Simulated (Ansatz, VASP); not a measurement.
Al: VASP beside Ansatz

```
CELL_PARAMETERS angstrom
0.00000 2.99521 2.99521
2.99521 0.00000 2.99521
2.99521 2.99521 0.00000
ATOMIC_POSITIONS crystal
Al 0.50000 0.50000 0.50000
Al 0.75000 0.75000 0.75000
```

Alike in both runs: functional PBEsol; k mesh 6 × 6 × 6; occupations gaussian, width 0.1 eV; no spin polarisation.

Ansatz relaxed the structure, and its values are those at the end. VASP's run is a single point on that final structure, the one shown.

|  | VASP | Ansatz |
| --- | --- | --- |
| version | VASP 6.6.1 | Ansatz 0.2.0 |
| potentials or method | VASP PAW PBE potentials, release 64 (Al), cutoff 520 eV | scalar-relativistic, plane waves, PAW |
| valence electrons in the cell | 6 | 6 |

VASP gave:

| Quantity | Value |
| --- | --- |
| gap on the k mesh at the Fermi level (eV) | none |
| pressure (GPa) | 0.1 |

**Question.** Estimate Ansatz's values.

**Answer.** gap on the k mesh at the Fermi level (eV): none; pressure (GPa): 0.0.

VASP's potentials were made for PBE, not for PBEsol. A gap of «none» marks a metal or a gap that the smearing closes. With one functional, cell and mesh, what is left measures potentials, basis and numerics.
